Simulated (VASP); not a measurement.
Wanted: the native input for a VASP 6.6.1 run.

| Property | Result |
| --- | --- |
| Task | single point |
| Functional | PBE |
| Potentials or basis | VASP PAW PBE potentials, release 64 (As, Pt) |
| Cutoff | 520 eV |
| k mesh | 6 × 6 × 4 |
| Occupations | gaussian, width 0.1 eV |
| Spin | no spin polarisation |
| Dipole correction | no |
| Further INCAR settings | ALGO = Normal; EDIFF = 1e-06; NBANDS = 14 |

The structure of AsPt lies in POSCAR:

```
AsPt
1.0
    3.1430211104      0.0000000000      0.0000000000
    0.0000000000      3.1430211104      0.0000000000
    0.0000000000      0.0000000000      3.3856201042
As Pt
1 1
Direct
    0.0000000000      0.0000000000      0.0000000000
    0.5000000000      0.5000000000      0.5000000000
```

The cell was generated, and may not be a known phase.

One way to write it, as run:

INCAR

```
SYSTEM = AsPt
ALGO = Normal
EDIFF = 1E-6
ENCUT = 520
GGA = PE
ISIF = 2
ISMEAR = 0
LASPH = .TRUE.
LCHARG = .FALSE.
LREAL = .FALSE.
LWAVE = .FALSE.
NBANDS = 14
NELM = 100
PREC = Accurate
SIGMA = 0.1
```

KPOINTS

```
k-points
0
G
  6 6 4
  0 0 0
```

Potentials or basis: VASP PAW PBE potentials, release 64 (As, Pt).

Command:

```console
$ cat potpaw_PBE.64/As/POTCAR potpaw_PBE.64/Pt/POTCAR > POTCAR
$ mpirun -np 1 vasp_std > vasp.out
```

Results of the run:

```yaml
Pressure: -0.1 GPa
Band_gap_on_the_k_mesh: zero (an odd number of electrons rules out a gap without spin polarisation)
```

Caveat: the k points lie up to 0.46 Å⁻¹ apart, too coarse for converged energies and pressures of a metal; spin-orbit coupling is left out, which moves the levels of the heavy elements; an odd number of electrons without spin polarisation forces a metal; a magnetic or distorted state may lie lower.

It took 16 s on 1 thread of Intel(R) Xeon(R) Platinum 8259CL CPU @ 2.50GHz (Skylake/Cascade Lake), on a shared host, peak memory 0.15 GiB.
